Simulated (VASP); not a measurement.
Runs of VASP 6.6.1 on HfC. The structure is that of space group Immm (No. 71), or close to it. The cells are those of the table. 

| cell | gap on the mesh (eV) | pressure (GPa) |
| --- | --- | --- |
| a = 3.293, b = 3.041 Å, angles 62.5, 64.9, 62.5°, 2 atoms | none | 1.0 |
| a = 3.291, b = 3.473 Å, angles 58.1, 56.3, 58.1°, 2 atoms | none | 0.3 |
| a = 3.290, b = 3.442 Å, angles 58.5, 56.9, 58.5°, 2 atoms | none | (a) |
| a = 3.292, b = 3.504 Å, angles 57.8, 55.6, 57.8°, 2 atoms | none | 0.6 |

Alike in all rows: task single point; level PBE; potentials or basis VASP PAW PBE potentials, release 64 (Hf_pv, C); no spin polarisation; k mesh 18 × 18 × 18; cutoff (eV) 520; smearing gaussian 0.15 eV.

Task: Estimate the missing entries.

Result: (a) 0.1.

Caveats: spin-orbit coupling is left out, which moves the levels of the heavy elements.

A k mesh can miss the band edges, and the runs leave out spin-orbit coupling on Hf.

A gap of «none» marks levels without a gap at the run's occupations.
